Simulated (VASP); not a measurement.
Set up this calculation in VASP 6.6.1, as the native input.

| Property | Result |
| --- | --- |
| Task | single point |
| Functional | BLYP |
| Potentials or basis | VASP PAW PBE potentials, release 64 (Cu) |
| Cutoff | 520 eV |
| k mesh | 11 × 11 × 11 |
| Occupations | fermi-dirac, width 0.1 eV |
| Spin | no spin polarisation |
| Dipole correction | no |
| Further INCAR settings | ALGO = Normal; EDIFF = 1e-06; NBANDS = 18 |

The structure of Cu lies in POSCAR:

```
Cu
1.0
    0.0000000000      2.7350937064      2.7350937064
    2.7350937064      0.0000000000      2.7350937064
    2.7350937064      2.7350937064      0.0000000000
Cu
2
Direct
    0.1250000000      0.1250000000      0.1250000000
    0.8750000000      0.8750000000      0.8750000000
```

One way to write it, as run:

INCAR

```
SYSTEM = Cu
AGGAC = 1.0 ; AGGAX = 1.0
ALDAC = 0.0 ; ALDAX = 1.0
ALGO = Normal ; EDIFF = 1E-6
ENCUT = 520 ; GGA = B5
ISIF = 2 ; ISMEAR = -1
LASPH = .True. ; LCHARG = .False.
LREAL = .False. ; LWAVE = .False.
NBANDS = 18 ; NELM = 100
PREC = Accurate ; SIGMA = 0.1
```

KPOINTS

```
k-points
0
Gamma
  11 11 11
  0 0 0
```

Potentials or basis: VASP PAW PBE potentials, release 64 (Cu).

Run with:

```sh
$ cat potpaw_PBE.64/Cu/POTCAR > POTCAR
$ mpirun -np 1 vasp_std > vasp.out
```

It gave:

```json
{
 "Pressure": "0.3 GPa",
 "Band gap on the k mesh": "zero (band 11 reaches 2.97 eV, above the bottom of band 12 at 2.30 eV)"
}
```

Caveat: the PAW data sets were made with another functional, which shifts forces and pressure a little.

It took 46 s on 1 thread of Intel(R) Xeon(R) Platinum 8259CL CPU @ 2.50GHz (Skylake/Cascade Lake), on a shared host, peak memory 0.18 GiB.
